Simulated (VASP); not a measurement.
# ZnO (P6_3mc) in VASP: notebook, part 2 of 2

VASP 6.6.1.

## Step 5: Single point, PBE+D3(BJ)

The input, INCAR:

```
  PREC = Accurate
  ENCUT = 520
  EDIFF = 1E-7
  ISMEAR = 0
  SIGMA = 0.02
  LREAL = F
  LASPH = T
  NELM = 80
  ALGO = Normal
  ISIF = 2
  LWAVE = F
  LCHARG = T
  GGA = PE
  IVDW = 12
  LELF = T
  LVHAR = T
  NBANDS = 26
```

The input, KPOINTS:

```
Automatic mesh
0
Gamma
  12 12 6
```

The input, POSCAR:

```
ZnO
1.0
    3.2547447277      0.0000000000      0.0000000000
   -1.6273723638      2.8186916170      0.0000000000
    0.0000000000      0.0000000000      5.2564237846
Zn O
2 2
Direct
    0.3333333333      0.6666666667      0.0016172182
    0.6666666667      0.3333333333      0.5016172182
    0.3333333333      0.6666666667      0.3804827818
    0.6666666667      0.3333333333      0.8804827818
```

Potentials or basis: VASP PAW PBE potentials, release 64 (Zn, O).

Run with:

```console
$ cat potpaw_PBE.64/Zn/POTCAR potpaw_PBE.64/O/POTCAR > POTCAR
$ mpirun -np 1 vasp_std > vasp.out
```

OUTCAR:

```text
PREC = Accurate
   ENCUT = 520
   EDIFF = 1E-7
   ISMEAR = 0
   LREAL = F
   LASPH = T
   NELM = 80
   ISIF = 2
   GGA = PE
   IVDW = 12
 IVDW          = 12

 ion  position               nearest neighbor table
   1  0.333  0.667  0.002-   4 1.98   4 1.98   4 1.98   3 1.99
   2  0.667  0.333  0.502-   3 1.98   3 1.98   3 1.98   4 1.99
   3  0.333  0.667  0.380-   2 1.98   2 1.98   2 1.98   1 1.99
   4  0.667  0.333  0.880-   1 1.98   1 1.98   1 1.98   2 1.99

  LATTYP: Found a hexagonal cell.
 ALAT       =     3.2547447277
 C/A-ratio  =     1.6150033948

  Lattice vectors:

 A1 = (   3.2547447277,   0.0000000000,   0.0000000000)
 A2 = (  -1.6273723638,   2.8186916170,   0.0000000000)
 A3 = (   0.0000000000,   0.0000000000,   5.2564237846)

Analysis of symmetry for initial positions (statically):
=====================================================================
 Subroutine PRICEL returns:
 Original cell was already a primitive cell.

 Routine SETGRP: Setting up the symmetry group for a
 hexagonal supercell.

[... 168 lines left out ...]
  free energy    TOTEN  =       -17.84366667 eV

  energy without entropy =      -17.84366667  energy(sigma->0) =      -17.84366667

 E-fermi :   1.1700     XC(G=0): -10.8426

 val. band max:        1.0907723439   @ k =   0.0000   0.0000   0.0000
 cond. band min:       1.8504386210   @ k =   0.0000   0.0000   0.0000
 fundamental gap:      0.7596662771
 Fermi energy:         1.1699612096

 k-point     1 :       0.0000    0.0000    0.0000
  band No.  band energies     occupation
      1     -16.9010      2.00000
      2     -16.2018      2.00000
      3      -4.5467      2.00000
      4      -4.5467      2.00000
      5      -4.5074      2.00000
      6      -4.4615      2.00000
[... 685 lines left out ...]
     25      14.4483      0.00000
     26      15.0354      0.00000

 [... further k-points ...]

------------------------ aborting loop because EDIFF is reached ----------------------------------------

 Edisp (eV)   -0.88507

 E8    (eV) :    -0.3340

  FORCE on cell =-STRESS in cart. coord.  units (eV):
  Direction    XX          YY          ZZ          XY          YZ          ZX
  --------------------------------------------------------------------------------------
  -------------------------------------------------------------------------------------
  Total       0.29640     0.29640     0.29223     0.00000     0.00000     0.00000
  in kB       9.84775     9.84775     9.70906     0.00000     0.00000     0.00000
  external pressure =        9.80 kB  Pullay stress =        0.00 kB

 VOLUME and BASIS-vectors are now :
 -----------------------------------------------------------------------------
  energy-cutoff  :      520.00
  volume of cell :       48.22
      direct lattice vectors                 reciprocal lattice vectors
     3.254744728  0.000000000  0.000000000     0.307243758  0.177387266  0.000000000
    -1.627372364  2.818691617  0.000000000     0.000000000  0.354774532  0.000000000
     0.000000000  0.000000000  5.256423785     0.000000000  0.000000000  0.190243413

 POSITION                                       TOTAL-FORCE (eV/Angst)
 -----------------------------------------------------------------------------------
     -0.00000      1.87913      0.00850        -0.000000      0.000000      0.001644
      1.62737      0.93956      2.63671         0.000000     -0.000000      0.001644
     -0.00000      1.87913      1.99998        -0.000000     -0.000000     -0.001644
      1.62737      0.93956      4.62819         0.000000      0.000000     -0.001644
 -----------------------------------------------------------------------------------
    total drift:                               -0.000001     -0.000001      0.000657

  FREE ENERGIE OF THE ION-ELECTRON SYSTEM (eV)
  ---------------------------------------------------
  free  energy   TOTEN  =       -18.7287409170 eV

  energy  without entropy=      -18.7287409170  energy(sigma->0) =      -18.72874092
```

OSZICAR:

```text
N       E                     dE             d eps       ncg     rms          rms(c)
DAV:   1     0.297351425648E+03    0.29735E+03   -0.18193E+04  3984   0.201E+03
DAV:   2     0.111034076373E+02   -0.28625E+03   -0.26883E+03  4124   0.414E+02
DAV:   3    -0.204612880537E+02   -0.31565E+02   -0.31144E+02  4382   0.140E+02
DAV:   4    -0.210824212694E+02   -0.62113E+00   -0.61965E+00  4374   0.199E+01
DAV:   5    -0.210855758427E+02   -0.31546E-02   -0.31543E-02  4304   0.147E+00    0.145E+01
DAV:   6    -0.176753463835E+02    0.34102E+01   -0.66785E+00  6246   0.619E+01    0.882E+00
DAV:   7    -0.178817000374E+02   -0.20635E+00   -0.29327E+00  4086   0.171E+01    0.529E+00
DAV:   8    -0.178916579151E+02   -0.99579E-02   -0.50724E-01  5814   0.743E+00    0.163E+00
DAV:   9    -0.178408974241E+02    0.50760E-01   -0.10298E-01  5758   0.630E+00    0.297E-01
DAV:  10    -0.178435472419E+02   -0.26498E-02   -0.36777E-02  4018   0.132E+00    0.129E-01
DAV:  11    -0.178436291764E+02   -0.81935E-04   -0.57087E-04  4470   0.291E-01    0.321E-02
DAV:  12    -0.178436628009E+02   -0.33625E-04   -0.10930E-04  4608   0.289E-01    0.178E-02
DAV:  13    -0.178436721694E+02   -0.93684E-05   -0.24309E-05  4486   0.101E-01    0.201E-02
DAV:  14    -0.178436668076E+02    0.53617E-05   -0.14883E-05  4706   0.387E-02    0.213E-03
DAV:  15    -0.178436667166E+02    0.91040E-07   -0.25201E-06  4046   0.147E-02    0.106E-03
DAV:  16    -0.178436666732E+02    0.43427E-07   -0.64687E-08  2196   0.351E-03
   1 F= -.18728741E+02 E0= -.18728741E+02  d E =-.405747E-11
```

stdout:

```text
POSCAR found type information on POSCAR ZnO
 POSCAR found :  2 types and       4 ions
 scaLAPACK will be used
 LDA part: xc-table for (Slater+PW92), standard interpolation
 POSCAR, INCAR and KPOINTS ok, starting setup
 FFT: planning ... GRIDC
 FFT: planning ... GRID_SOFT
 FFT: planning ... GRID
 WAVECAR not read
 entering main loop
```

It took 44 s on 1 thread of Intel Xeon Platinum 8488C (Sapphire Rapids), shared host; peak memory 0.22 GiB.

Results:

| Quantity | Value |
| --- | --- |
| Free energy | -18.7287 eV |
| Pressure | 1.0 GPa |
| Band gap on the k mesh | 0.76 eV, direct |
| Dispersion energy per atom | -0.221 eV |

## Step 6: How close it comes

Step 2. Measured gap of ZnO: 3.37 eV (quoted in “Electronic structure of alkaline earth and post-transition metal oxides”, 2009, arxiv:0908.1581). This calculation gives 0.76 eV (-2.61 eV). So large a miss can be the level of theory's own, or it may mean another phase, state or a wrong row. The value is that of PBE+D3(BJ), without temperature or zero-point motion. Semilocal functionals fall short of measured gaps as a rule.

Step 4. Against the measured gap of ZnO, 3.37 eV (quoted in “Electronic structure of alkaline earth and post-transition metal oxides”, 2009, arxiv:0908.1581), the calculated 0.76 eV is off by -2.61 eV. So large a miss can be the level of theory's own, or it may mean another phase, state or a wrong row. The value is that of PBE+D3(BJ), without temperature or zero-point motion. Semilocal functionals fall short of measured gaps as a rule.

Step 5. A measured gap of ZnO is 3.37 eV (quoted in “Electronic structure of alkaline earth and post-transition metal oxides”, 2009, arxiv:0908.1581); the calculated 0.76 eV misses it by -2.61 eV. So large a miss can be the level of theory's own, or it may mean another phase, state or a wrong row. The value is that of PBE+D3(BJ), without temperature or zero-point motion. Semilocal functionals fall short of measured gaps as a rule.
